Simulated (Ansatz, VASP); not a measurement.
**CdF in VASP and in Ansatz**

```
Cd F
1.0
     0.00000    2.53120    2.53120
     2.53120    0.00000    2.53120
     2.53120    2.53120    0.00000
Cd F
1 1
Direct
  0.00000 0.00000 0.00000
  0.50000 0.50000 0.50000
```

Alike in both runs: task single point; functional PBE; k mesh 9 × 9 × 9; occupations fermi-dirac, width 0.05 eV; no spin polarisation.

```csv
,VASP,Ansatz
version,VASP 6.6.1,Ansatz 0.2.0
potentials or method,"VASP PAW PBE potentials, release 64 (Cd, F), cutoff 520 eV","all-electron LAPW, scalar-relativistic"
```

Ansatz gave:

```
gap on the k mesh at the Fermi level (eV) : none
pressure (GPa)                            : 4.3
```

Question: Estimate VASP's values.

Answer: gap on the k mesh at the Fermi level (eV): none; pressure (GPa): 4.6.

A gap of «none» marks a metal or a gap that the smearing closes. Ansatz ran all-electron here, and VASP with PAW potentials.
